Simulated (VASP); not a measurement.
Write the native input for VASP 6.6.1 that does the following.

- Task: single point
- Functional: LDA
- Potentials or basis: VASP PAW LDA potentials, release 64 (O)
- Cutoff: 520 eV
- k mesh: 1 × 1 × 1
- Occupations: gaussian, width 0.05 eV
- Spin: collinear spin, ferromagnetic start
- Starting moments: [1.0, 1.0] μB
- Dipole correction: no
- Further INCAR settings: ALGO = Normal; EDIFF = 1e-06; NBANDS = 17

The structure of O2 lies in POSCAR:

```
O
1.0
    9.0000000000      0.0000000000      0.0000000000
    0.0000000000      9.5000000000      0.0000000000
    0.0000000000      0.0000000000     10.0000000000
O
2
Direct
    0.5000000000      0.5000000000      0.4400128116
    0.5000000000      0.5000000000      0.5599871884
```

The input as run:

INCAR

```
SYSTEM = O
PREC = Accurate ; ENCUT = 520
EDIFF = 1E-6 ; ISMEAR = 0
SIGMA = 0.05 ; LREAL = .False.
LASPH = .True. ; NELM = 150
ALGO = Normal ; ISIF = 2
LWAVE = .False. ; LCHARG = .False.
ISPIN = 2 ; MAGMOM = 1 1
LORBIT = 11 ; GGA = CA
NBANDS = 17
```

KPOINTS

```
regular mesh
0
Gamma
  1 1 1
  0 0 0
```

Potentials or basis: VASP PAW LDA potentials, release 64 (O).

Run with:

```sh
$ cat potpaw_LDA.64/O/POTCAR > POTCAR
$ mpirun -np 1 vasp_gam > vasp.out
```

It gave:

The largest force is 1.792 eV/Å. The gap between the frontier levels is 1.97 eV, the net moment is 2.00 μB per cell and the site moments are O +0.80 μB. The valence electrons inside the program's atomic spheres are O 4.92.

Caveat: the standard files for N, O and F lose accuracy on very short bonds.

Run time: 30 s on 1 thread of Intel(R) Xeon(R) 6975P-C (Granite Rapids) (shared host), peak memory 0.63 GiB.
